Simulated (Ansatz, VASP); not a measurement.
**C: VASP beside Ansatz**

```
C
1.0
     2.47100    0.00000    0.00000
    -1.23550    2.13995    0.00000
     0.00000    0.00000   26.00242
C
2
Direct
  0.66667 0.33333 0.51923
  0.33333 0.66667 0.48077
```

Alike in both runs: task single point; functional PBE; dispersion D3(BJ); k mesh 21 × 21 × 1; occupations gaussian, width 0.1 eV; no spin polarisation.

|  | VASP | Ansatz |
| --- | --- | --- |
| version | VASP 6.6.1 | Ansatz 0.2.0 |
| potentials or method | VASP PAW PBE potentials, release 64 (C), cutoff 520 eV | scalar-relativistic, plane waves, PAW |
| valence electrons in the cell | 8 | 8 |

Ansatz gave:

```
gap on the k mesh at the Fermi level (eV) : none
rms of the force components (eV/Å)        : 4.419
```

Problem. Which values does VASP return?

Solution. gap on the k mesh at the Fermi level (eV): none; rms of the force components (eV/Å): 4.410.

Atom by atom the forces differ by 0.008 eV/Å (rms over components). A gap of «none» marks a metal or a gap that the smearing closes.
